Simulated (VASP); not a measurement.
# Ho2O (P4_2/mnm) in VASP: single point with PBE

Aim: the single point of Ho2O with PBE.

Everything below comes from runs of VASP 6.6.1. Logs are shortened: lines on timing, memory, paths and dates and some standing lists are left out, and cuts for length are marked.

## (1) The cell of the first run

The structure is tetragonal, space group P4_2/mnm (No. 136). The conventional cell has a = 5.754 Å, b = 5.754 Å, c = 3.514 Å, α = 90.00°, β = 90.00°, γ = 90.00°. Within 3.1 Å of Ho (site symmetry m2m) lie 3 O at 2.37 to 2.45 Å. Within 3.1 Å of O (site symmetry mmm) lie 6 Ho at 2.37 to 2.45 Å.

The cell was built from a structure type or drawn by symmetry, and may not be a known phase.

## (2) Single point, PBE

The input, INCAR:

```
  ALGO = Normal
  EDIFF = 1E-6
  ENCUT = 600
  GGA = PE
  GGA_COMPAT = False
  ISIF = 2
  ISMEAR = 0
  LASPH = True
  LCHARG = False
  LMAXMIX = 6
  LREAL = False
  LWAVE = False
  NBANDS = 33
  NELM = 200
  PREC = Accurate
  SIGMA = 0.1
```

The input, KPOINTS:

```
k-points
0
Gamma
  6 6 10
```

The input, POSCAR:

```
Ho2O
1.0
    5.7536095483      0.0000000000      0.0000000000
    0.0000000000      5.7536095483      0.0000000000
    0.0000000000      0.0000000000      3.5144039134
Ho O
4 2
Direct
    0.7908249011      0.2091750989      0.0000000000
    0.2091750989      0.7908249011      0.0000000000
    0.2908249011      0.2908249011      0.5000000000
    0.7091750989      0.7091750989      0.5000000000
    0.0000000000      0.0000000000      0.5000000000
    0.5000000000      0.5000000000      0.0000000000
```

Potentials or basis: VASP PAW PBE potentials, release 64 (Ho_3, O), 4f in core.

Launch:

```sh
$ cat potpaw_PBE.64/Ho_3/POTCAR potpaw_PBE.64/O/POTCAR > POTCAR
$ mpirun -np 1 vasp_std > vasp.out
```

OUTCAR:

```text
EDIFF = 1E-6
   ENCUT = 600
   GGA = PE
   ISIF = 2
   ISMEAR = 0
   LASPH = True
   LREAL = False
   NELM = 200
   PREC = Accurate

 ion  position               nearest neighbor table
   1  0.791  0.209  0.000-   6 2.37   5 2.45   5 2.45   4 3.40   3 3.40   4 3.40   3 3.40   4 3.40
                             4 3.40   3 3.40   3 3.40   2 3.40
   2  0.209  0.791  0.000-   6 2.37   5 2.45   5 2.45   4 3.40   3 3.40   4 3.40   3 3.40   3 3.40
                             3 3.40   4 3.40   4 3.40   1 3.40
   3  0.291  0.291  0.500-   5 2.37   6 2.45   6 2.45   2 3.40   1 3.40   2 3.40   1 3.40   2 3.40
                             2 3.40   1 3.40   1 3.40   4 3.40
   4  0.709  0.709  0.500-   5 2.37   6 2.45   6 2.45   2 3.40   1 3.40   2 3.40   1 3.40   1 3.40
                             1 3.40   2 3.40   2 3.40   3 3.40
   5  0.000  0.000  0.500-   3 2.37   4 2.37   1 2.45   2 2.45   1 2.45   2 2.45
   6  0.500  0.500  0.000-   1 2.37   2 2.37   3 2.45   4 2.45   3 2.45   4 2.45

  LATTYP: Found a simple tetragonal cell.
 ALAT       =     5.7536095483
 C/A-ratio  =     0.6108172416

  Lattice vectors:

 A1 = (   5.7536095483,   0.0000000000,   0.0000000000)
 A2 = (   0.0000000000,   5.7536095483,   0.0000000000)
 A3 = (   0.0000000000,   0.0000000000,   3.5144039134)

Analysis of symmetry for initial positions (statically):
=====================================================================
 Subroutine PRICEL returns:
 Original cell was already a primitive cell.

 Routine SETGRP: Setting up the symmetry group for a
 simple tetragonal supercell.

 Subroutine GETGRP returns: Found 16 space group operations
 (whereof  8 operations were pure point group operations)
 out of a pool of 16 trial point group operations.

The static configuration has the point symmetry D_2h.
 The point group associated with its full space group is D_4h.

Analysis of symmetry for dynamics (positions and initial velocities):
=====================================================================
 Subroutine PRICEL returns:
 Original cell was already a primitive cell.

 Routine SETGRP: Setting up the symmetry group for a
 simple tetragonal supercell.

 Subroutine GETGRP returns: Found 16 space group operations
 (whereof  8 operations were pure point group operations)
 out of a pool of 16 trial point group operations.

The dynamic configuration has the point symmetry D_2h.
 The point group associated with its full space group is D_4h.

 Subroutine INISYM returns: Found 16 space group operations
 (whereof  8 operations are pure point group operations),
 and found     1 'primitive' translations

----------------------------------------------------------------------------------------

                                     Primitive cell

  volume of cell :     116.3409

  direct lattice vectors                    reciprocal lattice vectors
     5.753609548  0.000000000  0.000000000     0.173803938  0.000000000  0.000000000
     0.000000000  5.753609548  0.000000000     0.000000000  0.173803938  0.000000000
     0.000000000  0.000000000  3.514403913     0.000000000  0.000000000  0.284543275

  length of vectors
     5.753609548  5.753609548  3.514403913     0.173803938  0.173803938  0.284543275

  position of ions in fractional coordinates (direct lattice)
     0.790824901  0.209175099  0.000000000
     0.209175099  0.790824901  0.000000000
     0.290824901  0.290824901  0.500000000
     0.709175099  0.709175099  0.500000000
     0.000000000  0.000000000  0.500000000
     0.500000000  0.500000000  0.000000000

  ion indices of the primitive-cell ions
   primitive index   ion index
                 1           1
                 2           2
                 3           3
                 4           4
                 5           5
                 6           6

----------------------------------------------------------------------------------------

 KPOINTS: k-points

Automatic generation of k-mesh.
 Grid dimensions read from file:
 generate k-points for:    6    6   10

 Generating k-lattice:

  Cartesian coordinates                     Fractional coordinates (reciprocal lattice)
     0.028967323  0.000000000  0.000000000     0.166666667  0.000000000  0.000000000
     0.000000000  0.028967323  0.000000000     0.000000000  0.166666667  0.000000000
     0.000000000  0.000000000  0.028454328     0.000000000  0.000000000  0.100000000

  Length of vectors
     0.028967323  0.028967323  0.028454328

  Shift w.r.t. Gamma in fractional coordinates (k-lattice)
     0.000000000  0.000000000  0.000000000

 Subroutine IBZKPT returns following result:
 ===========================================

 Found     60 irreducible k-points:

 Following reciprocal coordinates:
            Coordinates               Weight
  0.000000  0.000000  0.000000      1.000000
  0.166667  0.000000  0.000000      4.000000
  0.333333  0.000000  0.000000      4.000000
  0.500000  0.000000  0.000000      2.000000
  0.166667  0.166667  0.000000      4.000000
  0.333333  0.166667  0.000000      8.000000
[... 16 lines left out ...]
  0.333333  0.000000  0.200000      8.000000
  0.500000  0.000000  0.200000      4.000000
 [... further k-points ...]
   k-points           NKPTS =     60   k-points in BZ     NKDIM =     60   number of bands    NBANDS=     33
   number of dos      NEDOS =    301   number of ions     NIONS =      6
   total plane-waves  NPLWV =  64512
   dimension x,y,z NGX =    48 NGY =   48 NGZ =   28
   dimension x,y,z NGXF=    96 NGYF=   96 NGZF=   56
   ions per type =               4   2
   NGX,Y,Z   is equivalent  to a cutoff of  13.87, 13.87, 13.25 a.u.
   NGXF,Y,Z  is equivalent  to a cutoff of  27.74, 27.74, 26.49 a.u.
 SYSTEM =  unknown system
   PREC   = accura    normal or accurate (medium, high low for compatibility)
   ISTART =      0    job   : 0-new  1-cont  2-samecut
   ICHARG =      2    charge: 1-file 2-atom 10-const
   ISPIN  =      1    spin polarized calculation?
   LNONCOLLINEAR =      F non collinear calculations
   LSORBIT =      F    spin-orbit coupling
   LASPH  =      T    aspherical Exc in radial PAW
   ENCUT  =  600.0 eV  44.10 Ry    6.64 a.u.  11.49 11.49  7.02*2*pi/ulx,y,z
   NELM   =    200;   NELMIN=  2; NELMDL= -5     # of ELM steps
   EDIFF  = 0.1E-05   stopping-criterion for ELM
   LREAL  =      F    real-space projection
   EDIFFG = 0.1E-04   stopping-criterion for IOM
   NSW    =      0    number of steps for IOM
   IBRION =     -1    ionic relax: 0-MD 1-quasi-New 2-CG
   NFREE  =      0    steps in history (QN), initial steepest desc. (CG)
   ISIF   =      2    stress and relaxation
   ISYM   =      2    0-nonsym 1-usesym 2-fastsym
   POTIM  = 0.5000    time-step for ionic-motion
   TEBEG  =    0.0;   TEEND  =   0.0 temperature during run
   PSTRESS=    0.0 pullay stress
   NELECT =      48.0000    total number of electrons
   NUPDOWN=      -1.0000    fix difference up-down
   EMIN   =  10.00;   EMAX   =-10.00  energy-range for DOS
   EFERMI =   0.00;   METHOD = LEGACY
   ISMEAR =     0;   SIGMA  =   0.10  broadening in eV -4-tet -1-fermi 0-gaus
   EFERMI_NEDOS =   21; number of points for ismear=-14 and -15
   IALGO  =     38    algorithm
   IMIX   =      4    mixing-type and parameters
     AMIX     =   0.40;   BMIX     =  1.00
     AMIX_MAG =   1.60;   BMIX_MAG =  1.00
  volume/ion in A,a.u.               =      19.39       130.85
  Fermi-wavevector in a.u.,A,eV,Ry     =   1.218740  2.303085 20.209106  1.485327
  Thomas-Fermi vector in A             =   2.354016
   LORBIT       =      0    0 simple, 1 ext, 2 COOP (PROOUT), +10 PAW based schemes
   GGA     = PE    functional components
   LHFCALC =     F    Hartree Fock is set to
   AEXX    =    0.0000 exact exchange contribution
   IVDW    =     0    specifies the selected vdW correction
   LEPSILON=     F    determine dielectric tensor
   LRPA    =     F    only Hartree local field effects (RPA)
 non-spin polarized calculation
 Gauss-broadening in eV      SIGMA  =   0.10
  energy-cutoff  :      600.00
  volume of cell :      116.34
 maximum number of plane-waves:      3918
 NGX is ok and might be reduce to    48
   NGX = 23   NGY = 23   NGZ = 15

 number of electron      48.0000001 magnetization

 Free energy of the ion-electron system (eV)
  ---------------------------------------------------
  ext. energy  EPLUGINS =         0.00000000
  ---------------------------------------------------
  free energy    TOTEN  =       -38.94950001 eV

  energy without entropy =      -38.91996586  energy(sigma->0) =      -38.93473293

 E-fermi :   4.2955     XC(G=0): -10.8154

 val. band max:        4.2950099720   @ k =   0.1667   0.0000   0.1000
 cond. band min:       4.2956131302   @ k =   0.3333   0.3333   0.5000
 fundamental gap:      0.0006031582
 Fermi energy:         4.2955323759

 k-point     1 :       0.0000    0.0000    0.0000
  band No.  band energies     occupation
      1     -20.6096      2.00000
      2     -19.8304      2.00000
      3     -19.7478      2.00000
      4     -19.7478      2.00000
      5     -19.5059      2.00000
      6     -19.2971      2.00000
[... 25 lines left out ...]
     32       7.7994      0.00000
     33       7.8084      0.00000

 k-point     2 :       0.1667    0.0000    0.0000
  band No.  band energies     occupation
      1     -20.5530      2.00000
      2     -19.8131      2.00000
      3     -19.8048      2.00000
      4     -19.7002      2.00000
      5     -19.4911      2.00000
      6     -19.3053      2.00000
[... 25 lines left out ...]
     32       7.7391      0.00000
     33       8.0193      0.00000

 k-point     3 :       0.3333    0.0000    0.0000
  band No.  band energies     occupation
      1     -20.3957      2.00000
      2     -19.9602      2.00000
      3     -19.7425      2.00000
      4     -19.5871      2.00000
      5     -19.4501      2.00000
      6     -19.4285      2.00000
[... 25 lines left out ...]
     32       7.7352      0.00000
     33       7.7959      0.00000

 k-point     4 :       0.5000    0.0000    0.0000
  band No.  band energies     occupation
      1     -20.1772      2.00000
      2     -20.1772      2.00000
      3     -19.6092      2.00000
      4     -19.6092      2.00000
      5     -19.4489      2.00000
      6     -19.4489      2.00000
[... 25 lines left out ...]
     32       8.0442      0.00000
     33       8.2227      0.00000

 k-point     5 :       0.1667    0.1667    0.0000
  band No.  band energies     occupation
      1     -20.4995      2.00000
      2     -19.8187      2.00000
      3     -19.8010      2.00000
      4     -19.6889      2.00000
      5     -19.4766      2.00000
      6     -19.3065      2.00000
[... 604 lines left out ...]
 k-point    22 :       0.1667    0.0000    0.2000
  band No.  band energies     occupation
      1     -20.4406      2.00000
      2     -19.7547      2.00000
      3     -19.7343      2.00000
      4     -19.6979      2.00000
      5     -19.5360      2.00000
      6     -19.5164      2.00000
[... 25 lines left out ...]
     32       7.9634      0.00000
     33       8.2409      0.00000

 k-point    23 :       0.3333    0.0000    0.2000
  band No.  band energies     occupation
      1     -20.3038      2.00000
      2     -19.8911      2.00000
      3     -19.7576      2.00000
      4     -19.6573      2.00000
      5     -19.6321      2.00000
      6     -19.4892      2.00000
[... 25 lines left out ...]
     32       8.0236      0.00000
     33       8.4438      0.00000

 k-point    24 :       0.5000    0.0000    0.2000
  band No.  band energies     occupation
      1     -20.1043      2.00000
      2     -20.1043      2.00000
      3     -19.7180      2.00000
      4     -19.7180      2.00000
      5     -19.5807      2.00000
      6     -19.5807      2.00000
[... 25 lines left out ...]
     32       8.0495      0.00000
     33       8.4499      0.00000

 [... further k-points ...]

------------------------ aborting loop because EDIFF is reached ----------------------------------------

  FORCE on cell =-STRESS in cart. coord.  units (eV):
  Direction    XX          YY          ZZ          XY          YZ          ZX
  --------------------------------------------------------------------------------------
  -------------------------------------------------------------------------------------
  Total        0.4910793      0.4910793      0.5061397     -0.0000000      0.0000000      0.0000000
  in kB        6.7628498      6.7628498      6.9702533     -0.0000000      0.0000000      0.0000000
  external PRESSURE =       6.8319843 kB  Pullay stress =       0.0000000 kB

 VOLUME and BASIS-vectors are now :
 -----------------------------------------------------------------------------
  energy-cutoff  :      600.00
  volume of cell :      116.34
      direct lattice vectors                 reciprocal lattice vectors
     5.753609548  0.000000000  0.000000000     0.173803938  0.000000000  0.000000000
     0.000000000  5.753609548  0.000000000     0.000000000  0.173803938  0.000000000
     0.000000000  0.000000000  3.514403913     0.000000000  0.000000000  0.284543275

 POSITION                                       TOTAL-FORCE (eV/Angst)
 -----------------------------------------------------------------------------------
      4.55010      1.20351      0.00000        -0.003162      0.003162     -0.000000
      1.20351      4.55010      0.00000         0.003162     -0.003162      0.000000
      1.67329      1.67329      1.75720        -0.003162     -0.003162      0.000000
      4.08032      4.08032      1.75720         0.003162      0.003162     -0.000000
      0.00000      0.00000      1.75720         0.000000      0.000000      0.000000
      2.87680      2.87680      0.00000         0.000000      0.000000      0.000000
 -----------------------------------------------------------------------------------
    total drift:                               -0.000000     -0.000000     -0.000000

  FREE ENERGIE OF THE ION-ELECTRON SYSTEM (eV)
  ---------------------------------------------------
  free  energy   TOTEN  =       -38.9495000111 eV

  energy  without entropy=      -38.9199658583  energy(sigma->0) =      -38.93473293
```

Wall time 2.3 min (1 thread of AMD EPYC 9R45 (Zen 5), shared host); peak memory 0.36 GiB.

Results:

| Quantity | Value |
| --- | --- |
| Free energy | -38.9495 eV |
| Pressure | 0.7 GPa |
| Largest force | 0.004 eV/Å |
| Band gap on the k mesh | zero (bands 24 and 25 overlap by 0.45 eV) |

Forces in eV/Å, atoms in the order of the input:
```
Ho  -0.003  0.003  0.000
Ho   0.003 -0.003  0.000
Ho  -0.003 -0.003  0.000
Ho   0.003  0.003  0.000
O    0.000  0.000  0.000
O    0.000  0.000  0.000
```

Caveat: spin-orbit coupling is left out, which moves the levels of the heavy elements; the 4f electrons are frozen in the core, so they carry no moment and show no levels; the run has no spin polarisation, though such a crystal can be magnetic. Spin polarisation is off, so any magnetic state and its effect on volume and gap are missing.
